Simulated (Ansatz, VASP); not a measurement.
This is a calculation of MnSb4 for Ansatz 0.2.0.

The input input.yaml:

```yaml
crystal:
  lattice:
    - [3.0805, 0.0, 0.0]
    - [0.0, 3.0805, 0.0]
    - [0.0, 0.0, 14.994203]
  atoms:
    - { symbol: Sb, position: [0.0, 0.0, 0.819682] }
    - { symbol: Sb, position: [0.0, 0.0, 0.600551] }
    - { symbol: Sb, position: [0.0, 0.0, 0.399449] }
    - { symbol: Sb, position: [0.0, 0.0, 0.180318] }
    - { symbol: Mn, position: [0.0, 0.0, 0.0], spin: 1.0 }
hamiltonian:
  xc: pbe
  pseudopotentials: { kind: paw }
magnetization:
  spin_polarized: true
  initial_magnetization: 1.0
  spin_locking: { lock_magnetization: hard }
kpoints:
  mp_grid: { grid: [7, 7, 2] }
scf:
  occupations: { method: fermi_dirac, width: 0.05 }
  lower_state_search: "off"
output:
  forces: true
  stress: true
  eigenvalues: true
```

Potentials or basis: Ansatz PAW.

Command:

```bash
$ ansatz run input.yaml --threads 2 --pin off --max-ram 5632MiB --backend cpu --events-out ev --progress --plain --runs-dir out
```

Problem. Translate it to VASP 6.6.1. Potentials there: VASP PAW PBE potentials, release 64 (Sb, Mn_pv).

Solution. As run (the cutoff follows the program's own potentials):

The input INCAR:

```
ALGO     = Normal         # electronic algorithm
EDIFF    = 1E-6           # SCF threshold, eV
ENCUT    = 520            # plane-wave cutoff, eV
GGA      = PE             # functional
ISIF     = 2              # what is computed and relaxed
ISMEAR   = -1             # smearing method
ISPIN    = 2              # spin polarisation
LASPH    = T              # aspherical terms in the spheres
LCHARG   = T              # write CHGCAR
LELF     = T              # ELF
LMAXMIX  = 4              # l up to which the mixer works
LORBIT   = 11             # projections on sites
LREAL    = F              # projectors in reciprocal space
LVHAR    = T            
LWAVE    = F              # write WAVECAR
MAGMOM   = 0 0 0 0 1      # initial moments
NBANDS   = 28             # bands
NELM     = 150            # most SCF steps
NUPDOWN  = 1.0            # fixed moment
PREC     = Accurate       # precision mode
SIGMA    = 0.05           # smearing width, eV
```

The input KPOINTS:

```
k-points
0
Gamma
  7 7 2
```

Contents of POSCAR:

```
MnSb4
1.0
    3.0805000000      0.0000000000      0.0000000000
    0.0000000000      3.0805000000      0.0000000000
    0.0000000000      0.0000000000     14.9942030000
Sb Mn
4 1
Direct
    0.0000000000      0.0000000000      0.8196820000
    0.0000000000      0.0000000000      0.6005510000
    0.0000000000      0.0000000000      0.3994490000
    0.0000000000      0.0000000000      0.1803180000
    0.0000000000      0.0000000000      0.0000000000
```

Potentials or basis: VASP PAW PBE potentials, release 64 (Sb, Mn_pv).

Command:

```sh
$ cat potpaw_PBE.64/Sb/POTCAR potpaw_PBE.64/Mn_pv/POTCAR > POTCAR
$ mpirun -np 1 vasp_std > vasp.out
```

Both were run:

|  | VASP | Ansatz | Ansatz less VASP |
| --- | --- | --- | --- |
| pressure (GPa) | -2.0 | -2.0 | -0.01 |
| traceless stress, the component that is largest in VASP (GPa) | -0.39 | -0.39 | +0.004 |
| rms of the force components (eV/Å) | 0.168 | 0.169 | +0.0010 |
| net moment per atom (μB) | 0.20 | 0.20 | 0.000 |
| size of the moment on the site where the two differ most (μB) | 0.12 | 0.15 | +0.029 |

Site moments also hang on the region over which each program counts them. Atom by atom the forces differ by 0.004 eV/Å (rms over components). VASP's potentials hold 33 valence electrons a cell and Ansatz's 75, so a difference there can come from the potentials and not from the codes.

Spin-orbit coupling is off throughout.
